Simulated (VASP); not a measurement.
Write the native input for VASP 6.6.1 that does the following.

| Item | Value |
| --- | --- |
| Task | single point |
| Functional | PBE |
| Potentials or basis | VASP PAW PBE potentials, release 64 (Cd, Te) |
| Cutoff | 520 eV |
| k mesh | 10 × 10 × 10 |
| Occupations | gaussian, width 0.05 eV |
| Spin | no spin polarisation |
| Dipole correction | no |
| Further INCAR settings | ALGO = Normal; EDIFF = 1e-07; NBANDS = 16 |

The structure of CdTe lies in POSCAR:

```
CdTe
1.0
    0.0000000000      3.2419339118      3.2419339118
    3.2419339118      0.0000000000      3.2419339118
    3.2419339118      3.2419339118      0.0000000000
Cd Te
1 1
Direct
    0.0000000000      0.0000000000      0.0000000000
    0.2500000000      0.2500000000      0.2500000000
```

These files were run (other wordings do the same):

INCAR

```
ALGO = Normal
EDIFF = 1E-7
ENCUT = 520
GGA = PE
ISIF = 2
ISMEAR = 0
LASPH = True
LCHARG = False
LREAL = False
LWAVE = False
NBANDS = 16
NELM = 60
PREC = Accurate
SIGMA = 0.05
```

KPOINTS

```
k-points
0
Gamma
  10 10 10
```

Potentials or basis: VASP PAW PBE potentials, release 64 (Cd, Te).

The run is started by

```bash
$ cat potpaw_PBE.64/Cd/POTCAR potpaw_PBE.64/Te/POTCAR > POTCAR
$ mpirun -np 1 vasp_std > vasp.out
```

It gave:

| Item | Value |
| --- | --- |
| Pressure | 2.6 GPa |
| Band gap on the k mesh | 0.77 eV |

Caveat: spin-orbit coupling is left out, which moves the levels of the heavy elements.

Run time: 91 s on 1 thread of Intel Xeon 8259CL, with other jobs on the host, peak memory 0.23 GiB.
